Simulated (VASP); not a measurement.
Input of a VASP 6.6.1 run:

INCAR

```
ALGO = Normal ; EDIFF = 1E-6
EDIFFG = -0.04 ; ENCUT = 600
GGA = PE ; IBRION = 2
ISIF = 3 ; ISMEAR = 0
LASPH = T ; LCHARG = F
LREAL = F ; LWAVE = F
NELM = 60 ; NSW = 90
PREC = Accurate ; SIGMA = 0.1
```

Contents of KPOINTS:

```
k-points
0
Gamma
  4 4 4
```

File POSCAR:

```
LiCl
1.0
   -3.9874468900      3.9874468900      2.7556658200
    3.9874468900     -3.9874468900      2.7556658200
    3.9874468900      3.9874468900     -2.7556658200
Li Cl
6 6
Direct
    0.5000000000      0.5000000000      0.0000000000
    0.0000000000      0.0000000000      0.0000000000
    0.8556679600      0.3556679600      0.2113359100
    0.1443320400      0.6443320400      0.7886640900
    0.3556679600      0.1443320400      0.5000000000
    0.6443320400      0.8556679600      0.5000000000
    0.7500000000      0.2500000000      0.5000000000
    0.2500000000      0.7500000000      0.5000000000
    0.8943320400      0.6056679600      0.0000000000
    0.6056679600      0.8943320400      0.0000000000
    0.3943320400      0.3943320400      0.2886640900
    0.1056679600      0.1056679600      0.7113359100
```

Potentials or basis: VASP PAW PBE potentials, release 64 (Li_sv, Cl).

Run with:

```bash
$ cat potpaw_PBE.64/Li_sv/POTCAR potpaw_PBE.64/Cl/POTCAR > POTCAR
$ mpirun -np 1 vasp_std > vasp.out
```

Task: Estimate the space group after relaxing (to 0.1 Å).

Result: I-4c2 (No. 120).

Task: Estimate the relaxed cell.

Result: a = 7.196 Å, b = 7.196 Å, c = 7.196 Å, α = 100.97°, β = 100.97°, γ = 128.26°.

Task: Estimate the band gap on the k mesh.

Result: 4.28 eV.

Forces on the atoms (eV/Å):
```
Li   0.000  0.000  0.000
Li   0.000  0.000  0.000
Li   0.021  0.021  0.000
Li  -0.021 -0.021  0.000
Li  -0.021  0.021  0.000
Li   0.021 -0.021  0.000
Cl   0.000  0.000  0.000
Cl   0.000  0.000  0.000
Cl  -0.010  0.010  0.000
Cl   0.010 -0.010  0.000
Cl   0.010  0.010  0.000
Cl  -0.010 -0.010  0.000
```

 A k mesh can miss the band edges.
